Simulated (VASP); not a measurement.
# HfB (I4mm) in VASP: notebook

HfB is run at these levels: PBEsol; tasks: single point.

All numbers are computed with VASP 6.6.1; they aren't measurements. Logs are shortened: lines on timing, memory, paths and dates and some standing lists are left out, and cuts for length are marked.

### Step 1. The cell of the first run

Symmetry: I4mm, No. 107, tetragonal system. The conventional cell has a = 3.385 Å, b = 3.385 Å, c = 4.452 Å, α = 90.00°, β = 90.00°, γ = 90.00°. Within 2.9 Å of Hf (site symmetry 4mm) lie 6 B at 2.19 to 2.39 Å. Within 2.9 Å of B (site symmetry 4mm) lie 6 Hf at 2.19 to 2.39 Å.

### Step 2. Single point, PBEsol (atoms displaced along a vibrational mode, the cell strained)

Contents of INCAR:

```
SYSTEM = HfB
ALGO = Normal
EDIFF = 1E-7
ENCUT = 520
GGA = PS
ISIF = 2
ISMEAR = 0
LASPH = .TRUE.
LCHARG = .TRUE.
LELF = .TRUE.
LREAL = .FALSE.
LVHAR = .TRUE.
LWAVE = .FALSE.
NBANDS = 14
NELM = 80
PREC = Accurate
SIGMA = 0.15
```

Contents of KPOINTS:

```
k-points
0
G
  16 16 16
  0 0 0
```

Contents of POSCAR:

```
HfB
1.0
    0.0000000000      2.3936993068      2.3936993068
    2.2261403553      0.0000000000      2.3936993068
    2.2261403553      2.3936993068      0.0000000000
Hf B
1 1
Direct
    0.4995230658      0.5004769342      0.5004769342
    0.0078748404     -0.0078748404     -0.0078748404
```

Potentials or basis: VASP PAW PBE potentials, release 64 (Hf_pv, B).

Run with:

```bash
> cat potpaw_PBE.64/Hf_pv/POTCAR potpaw_PBE.64/B/POTCAR > POTCAR
> mpirun -np 1 vasp_std > vasp.out
```

OUTCAR:

```text
SYSTEM = HfB
   EDIFF = 1E-7
   ENCUT = 520
   GGA = PS
   ISIF = 2
   ISMEAR = 0
   LASPH = .TRUE.
   LREAL = .FALSE.
   NELM = 80
   PREC = Accurate

 ion  position               nearest neighbor table
   1  0.500  0.500  0.500-   2 2.19   2 2.26   2 2.39   2 2.39   2 2.39   2 2.39
   2  0.008  0.992  0.992-   1 2.19   1 2.26   1 2.39   1 2.39   1 2.39   1 2.39

  LATTYP: Found a body centered tetragonal cell.
 ALAT       =     3.3852020239
 C/A-ratio  =     1.3152186130

  Lattice vectors:

 A1 = (  -2.2261403553,   0.0000000000,  -2.3936993068)
 A2 = (  -2.2261403553,   0.0000000000,   2.3936993068)
 A3 = (   2.2261403553,   2.3936993068,   0.0000000000)

Analysis of symmetry for initial positions (statically):
=====================================================================
 Subroutine PRICEL returns:
 Original cell was already a primitive cell.

 Routine SETGRP: Setting up the symmetry group for a
 body centered tetragonal supercell.

 Subroutine GETGRP returns: Found  8 space group operations
 (whereof  8 operations were pure point group operations)
 out of a pool of 16 trial point group operations.

The static configuration has the point symmetry C_4v.

Analysis of symmetry for dynamics (positions and initial velocities):
=====================================================================
 Subroutine PRICEL returns:
 Original cell was already a primitive cell.

 Routine SETGRP: Setting up the symmetry group for a
 body centered tetragonal supercell.

 Subroutine GETGRP returns: Found  8 space group operations
 (whereof  8 operations were pure point group operations)
 out of a pool of 16 trial point group operations.

The dynamic configuration has the point symmetry C_4v.

 Subroutine INISYM returns: Found  8 space group operations
 (whereof  8 operations are pure point group operations),
 and found     1 'primitive' translations

----------------------------------------------------------------------------------------

                                     Primitive cell

  volume of cell :      25.5107

  direct lattice vectors                    reciprocal lattice vectors
     0.000000000  2.393699307  2.393699307    -0.224603987  0.208881708  0.208881708
     2.226140355  0.000000000  2.393699307     0.224603987 -0.208881708  0.208881708
     2.226140355  2.393699307  0.000000000     0.224603987  0.208881708 -0.208881708

  length of vectors
     3.385202024  3.268867886  3.268867886     0.371093098  0.371093098  0.371093098

  position of ions in fractional coordinates (direct lattice)
     0.499523066  0.500476934  0.500476934
     0.007874840  0.992125160  0.992125160

  ion indices of the primitive-cell ions
   primitive index   ion index
                 1           1
                 2           2

----------------------------------------------------------------------------------------

 KPOINTS: k-points

Automatic generation of k-mesh.
 Grid dimensions read from file:
 generate k-points for:   16   16   16

 Generating k-lattice:

  Cartesian coordinates                     Fractional coordinates (reciprocal lattice)
    -0.014037749  0.013055107  0.013055107     0.062500000  0.000000000  0.000000000
     0.014037749 -0.013055107  0.013055107     0.000000000  0.062500000  0.000000000
     0.014037749  0.013055107 -0.013055107     0.000000000  0.000000000  0.062500000

  Length of vectors
     0.023193319  0.023193319  0.023193319

  Shift w.r.t. Gamma in fractional coordinates (k-lattice)
     0.000000000  0.000000000  0.000000000

 Subroutine IBZKPT returns following result:
 ===========================================

 Found    349 irreducible k-points:

 Following reciprocal coordinates:
            Coordinates               Weight
  0.000000  0.000000  0.000000      1.000000
  0.062500 -0.000000 -0.000000      8.000000
  0.125000 -0.000000 -0.000000      8.000000
  0.187500 -0.000000 -0.000000      8.000000
  0.250000 -0.000000 -0.000000      8.000000
  0.312500  0.000000  0.000000      8.000000
[... 16 lines left out ...]
 -0.125000  0.062500  0.000000     16.000000
 -0.062500  0.062500  0.000000      8.000000
 [... further k-points ...]
   k-points           NKPTS =    349   k-points in BZ     NKDIM =    349   number of bands    NBANDS=     14
   number of dos      NEDOS =    301   number of ions     NIONS =      2
   total plane-waves  NPLWV =  16128
   dimension x,y,z NGX =    28 NGY =   24 NGZ =   24
   dimension x,y,z NGXF=    56 NGYF=   48 NGZF=   48
   ions per type =               1   1
   NGX,Y,Z   is equivalent  to a cutoff of  13.75, 12.21, 12.21 a.u.
   NGXF,Y,Z  is equivalent  to a cutoff of  27.50, 24.41, 24.41 a.u.
 SYSTEM =  HfB
   PREC   = accura    normal or accurate (medium, high low for compatibility)
   ISTART =      0    job   : 0-new  1-cont  2-samecut
   ICHARG =      2    charge: 1-file 2-atom 10-const
   ISPIN  =      1    spin polarized calculation?
   LNONCOLLINEAR =      F non collinear calculations
   LSORBIT =      F    spin-orbit coupling
   LASPH  =      T    aspherical Exc in radial PAW
   ENCUT  =  520.0 eV  38.22 Ry    6.18 a.u.   6.29  6.08  6.08*2*pi/ulx,y,z
   NELM   =     80;   NELMIN=  2; NELMDL= -5     # of ELM steps
   EDIFF  = 0.1E-06   stopping-criterion for ELM
   LREAL  =      F    real-space projection
   EDIFFG = 0.1E-05   stopping-criterion for IOM
   NSW    =      0    number of steps for IOM
   IBRION =     -1    ionic relax: 0-MD 1-quasi-New 2-CG
   NFREE  =      0    steps in history (QN), initial steepest desc. (CG)
   ISIF   =      2    stress and relaxation
   ISYM   =      2    0-nonsym 1-usesym 2-fastsym
   POTIM  = 0.5000    time-step for ionic-motion
   TEBEG  =    0.0;   TEEND  =   0.0 temperature during run
   PSTRESS=    0.0 pullay stress
   NELECT =      13.0000    total number of electrons
   NUPDOWN=      -1.0000    fix difference up-down
   EMIN   =  10.00;   EMAX   =-10.00  energy-range for DOS
   EFERMI =   0.00;   METHOD = LEGACY
   ISMEAR =     0;   SIGMA  =   0.15  broadening in eV -4-tet -1-fermi 0-gaus
   EFERMI_NEDOS =   21; number of points for ismear=-14 and -15
   IALGO  =     38    algorithm
   IMIX   =      4    mixing-type and parameters
     AMIX     =   0.40;   BMIX     =  1.00
     AMIX_MAG =   1.60;   BMIX_MAG =  1.00
  volume/ion in A,a.u.               =      12.76        86.08
  Fermi-wavevector in a.u.,A,eV,Ry     =   1.307621  2.471046 23.264247  1.709874
  Thomas-Fermi vector in A             =   2.438344
   LORBIT       =      0    0 simple, 1 ext, 2 COOP (PROOUT), +10 PAW based schemes
   GGA     = PS    functional components
   LHFCALC =     F    Hartree Fock is set to
   AEXX    =    0.0000 exact exchange contribution
   IVDW    =     0    specifies the selected vdW correction
   LEPSILON=     F    determine dielectric tensor
   LRPA    =     F    only Hartree local field effects (RPA)
 non-spin polarized calculation
 Gauss-broadening in eV      SIGMA  =   0.15
  energy-cutoff  :      520.00
  volume of cell :       25.51
 maximum number of plane-waves:       708
 NGX is ok and might be reduce to    28
   NGX = 13   NGY = 13   NGZ = 13

 number of electron      13.0000000 magnetization

 Free energy of the ion-electron system (eV)
  ---------------------------------------------------
  ext. energy  EPLUGINS =         0.00000000
  ---------------------------------------------------
  free energy    TOTEN  =       -18.17586225 eV

  energy without entropy =      -18.16467087  energy(sigma->0) =      -18.17026656

 E-fermi :   4.7853     XC(G=0): -12.2327

 val. band max:        4.7835897218   @ k =   0.5000   0.3125   0.1250
 cond. band min:       4.8042718703   @ k =  -0.2500   0.3750   0.3125
 fundamental gap:      0.0206821485
 Fermi energy:         4.7853157816

 k-point     1 :       0.0000    0.0000    0.0000
  band No.  band energies     occupation
      1     -23.6778      2.00000
      2     -23.6492      2.00000
      3     -23.6492      2.00000
      4      -4.6687      2.00000
      5       6.6137      0.00000
      6       6.6137      0.00000
      7       7.4788      0.00000
      8       8.3924      0.00000
      9       8.5463      0.00000
     10       8.5463      0.00000
     11       8.7699      0.00000
     12       9.3545      0.00000
     13      16.3535      0.00000
     14      17.6407      0.00000

 k-point     2 :       0.0625   -0.0000   -0.0000
  band No.  band energies     occupation
      1     -23.6944      2.00000
      2     -23.6604      2.00000
      3     -23.6534      2.00000
      4      -4.5588      2.00000
      5       6.3466      0.00000
      6       6.5128      0.00000
      7       7.2401      0.00000
      8       7.6276      0.00000
      9       7.9562      0.00000
     10       8.9395      0.00000
     11       9.6374      0.00000
     12      10.3027      0.00000
     13      16.6362      0.00000
     14      17.7794      0.00000

 k-point     3 :       0.1250   -0.0000   -0.0000
  band No.  band energies     occupation
      1     -23.7642      2.00000
      2     -23.6691      2.00000
      3     -23.6652      2.00000
      4      -4.2375      2.00000
      5       5.5991      0.00000
      6       5.9507      0.00000
      7       6.5238      0.00000
      8       7.5487      0.00000
      9       7.8413      0.00000
     10       9.2657      0.00000
     11      10.9455      0.00000
     12      11.6699      0.00000
     13      17.4217      0.00000
     14      18.1375      0.00000

 k-point     4 :       0.1875   -0.0000   -0.0000
  band No.  band energies     occupation
      1     -23.8731      2.00000
      2     -23.6828      2.00000
      3     -23.6753      2.00000
      4      -3.7291      2.00000
      5       4.6779      1.68863
      6       5.2046      0.00008
      7       5.6903      0.00000
      8       7.9779      0.00000
      9       8.1839      0.00000
     10       9.5391      0.00000
     11      12.3430      0.00000
     12      13.1319      0.00000
     13      18.2900      0.00000
     14      18.7211      0.00000

 k-point     5 :       0.2500   -0.0000   -0.0000
  band No.  band energies     occupation
      1     -23.9995      2.00000
      2     -23.7035      2.00000
      3     -23.6818      2.00000
      4      -3.0706      2.00000
      5       3.7511      2.00000
      6       4.5381      1.98026
      7       4.9479      0.12526
      8       8.6447      0.00000
      9       8.7169      0.00000
     10       9.8200      0.00000
     11      13.7807      0.00000
[... 276 lines left out ...]
 k-point    22 :      -0.1875    0.0625    0.0000
  band No.  band energies     occupation
      1     -23.9285      2.00000
      2     -23.7080      2.00000
      3     -23.6716      2.00000
      4      -3.4085      2.00000
      5       4.2903      2.00000
      6       4.8650      0.45229
      7       5.2049      0.00008
      8       8.0068      0.00000
      9       8.7103      0.00000
     10       9.9130      0.00000
     11      12.2180      0.00000
     12      14.2794      0.00000
     13      18.5387      0.00000
     14      19.2915      0.00000

 k-point    23 :      -0.1250    0.0625    0.0000
  band No.  band energies     occupation
      1     -23.8164      2.00000
      2     -23.6860      2.00000
      3     -23.6653      2.00000
      4      -3.9748      2.00000
      5       5.1985      0.00010
      6       5.4884      0.00000
      7       5.9867      0.00000
      8       7.5725      0.00000
      9       8.2657      0.00000
     10       9.6257      0.00000
     11      10.9324      0.00000
     12      12.8186      0.00000
     13      18.0090      0.00000
     14      18.5053      0.00000

 k-point    24 :      -0.0625    0.0625    0.0000
  band No.  band energies     occupation
      1     -23.7342      2.00000
      2     -23.6665      2.00000
      3     -23.6611      2.00000
      4      -4.3677      2.00000
      5       6.0186      0.00000
      6       6.0409      0.00000
      7       6.8348      0.00000
      8       7.3509      0.00000
      9       8.0637      0.00000
     10       9.2502      0.00000
     11       9.9447      0.00000
     12      11.4345      0.00000
     13      17.1134      0.00000
     14      18.0650      0.00000

 [... further k-points ...]

------------------------ aborting loop because EDIFF is reached ----------------------------------------

  FORCE on cell =-STRESS in cart. coord.  units (eV):
  Direction    XX          YY          ZZ          XY          YZ          ZX
  --------------------------------------------------------------------------------------
  -------------------------------------------------------------------------------------
  Total        6.6116367      0.9164318      0.9164318      0.0000000      0.0000000      0.0000000
  in kB      415.2387167     57.5557857     57.5557857      0.0000000      0.0000000      0.0000000
  external PRESSURE =     176.7834293 kB  Pullay stress =       0.0000000 kB

 VOLUME and BASIS-vectors are now :
 -----------------------------------------------------------------------------
  energy-cutoff  :      520.00
  volume of cell :       25.51
      direct lattice vectors                 reciprocal lattice vectors
     0.000000000  2.393699307  2.393699307    -0.224603987  0.208881708  0.208881708
     2.226140355  0.000000000  2.393699307     0.224603987 -0.208881708  0.208881708
     2.226140355  2.393699307  0.000000000     0.224603987  0.208881708 -0.208881708

 POSITION                                       TOTAL-FORCE (eV/Angst)
 -----------------------------------------------------------------------------------
      2.22826      2.39370      2.39370        -0.623028      0.000000      0.000000
      4.41722      2.39370      2.39370         0.623028      0.000000      0.000000
 -----------------------------------------------------------------------------------
    total drift:                               -0.000017      0.000000      0.000000

  FREE ENERGIE OF THE ION-ELECTRON SYSTEM (eV)
  ---------------------------------------------------
  free  energy   TOTEN  =       -18.1758622509 eV

  energy  without entropy=      -18.1646708688  energy(sigma->0) =      -18.17026656
```

It took 2.1 min on 1 thread of Intel Xeon Platinum 8375C at 2.90GHz (Ice Lake), shared host; peak memory 0.25 GiB.

What came out:

```
Free energy            : -18.1759 eV
Pressure               : 17.7 GPa
Largest force          : 0.623 eV/Å
Band gap on the k mesh : zero (an odd number of electrons rules out a gap without spin polarisation)
```

Forces in eV/Å, atoms in the order of the input:
```
Hf  -0.623  0.000  0.000
B    0.623  0.000  0.000
```

Caveat: the cell differs from its parent crystal (atoms displaced along a vibrational mode, the cell strained); the cell stands under pressure; the PAW data sets were made with another functional, which shifts forces and pressure a little; spin-orbit coupling is left out, which moves the levels of the heavy elements.

### Step 3. Single point, PBEsol (atoms displaced along a vibrational mode, the cell strained)

Contents of INCAR:

```
PREC = Accurate
ENCUT = 520
EDIFF = 1E-7
ISMEAR = 0
SIGMA = 0.15
LREAL = F
LASPH = T
NELM = 80
ALGO = Normal
ISIF = 2
LWAVE = F
LCHARG = F
GGA = PS
NBANDS = 14
```

Contents of KPOINTS:

```
Automatic mesh
0
Gamma
  16 16 16
```

Contents of POSCAR:

```
HfB
1.0
    0.0000000000      2.3936993068      2.3936993068
    2.2261403553      0.0000000000      2.3936993068
    2.2261403553      2.3936993068      0.0000000000
Hf B
1 1
Direct
    0.4985704626      0.5014295374      0.5014295374
    0.0236036330     -0.0236036330     -0.0236036330
```

Potentials or basis: VASP PAW PBE potentials, release 64 (Hf_pv, B).

Run with:

```bash
> cat potpaw_PBE.64/Hf_pv/POTCAR potpaw_PBE.64/B/POTCAR > POTCAR
> mpirun -np 1 vasp_std > vasp.out
```

It took 1.7 min on 1 thread of Intel Xeon Platinum 8375C at 2.90GHz (Ice Lake), shared host; peak memory 0.25 GiB.

It converged, with:

| Property | Result |
| --- | --- |
| Free energy | -18.0819 eV |
| Pressure | 18.7 GPa |
| Largest force | 1.927 eV/Å |
| Band gap on the k mesh | zero (an odd number of electrons rules out a gap without spin polarisation) |

Forces in eV/Å, atoms in the order of the input:
```
Hf  -1.927  0.000  0.000
B    1.927  0.000  0.000
```

Stress tensor (GPa, compression positive):
```
45.05  0.00  0.00
 0.00  5.58  0.00
 0.00  0.00  5.58
```

Levels at points of the mesh, in eV from the Fermi level:
```tsv
k point	band 3	band 4	band 5	band 6	band 7	band 8	band 9	band 10	band 11	band 12
(0.00, 0.00, 0.00)	-28.44	-9.45	1.62	1.62	2.69	3.43	3.60	3.98	3.98	5.17
(0.50, 0.00, 0.00)	-28.50	-4.97	-4.06	-1.49	-1.25	5.91	6.62	7.38	8.15	12.48
(0.50, 0.50, 0.00)	-28.60	-6.68	-1.28	-1.15	2.48	2.65	5.83	7.15	7.86	8.91
(0.00, 0.50, 0.50)	-28.73	-6.49	-1.16	-0.31	1.90	1.90	6.12	7.47	7.47	8.95
```

Caveat: the cell differs from its parent crystal (atoms displaced along a vibrational mode, the cell strained); the cell stands under pressure; the PAW data sets were made with another functional, which shifts forces and pressure a little; spin-orbit coupling is left out, which moves the levels of the heavy elements.
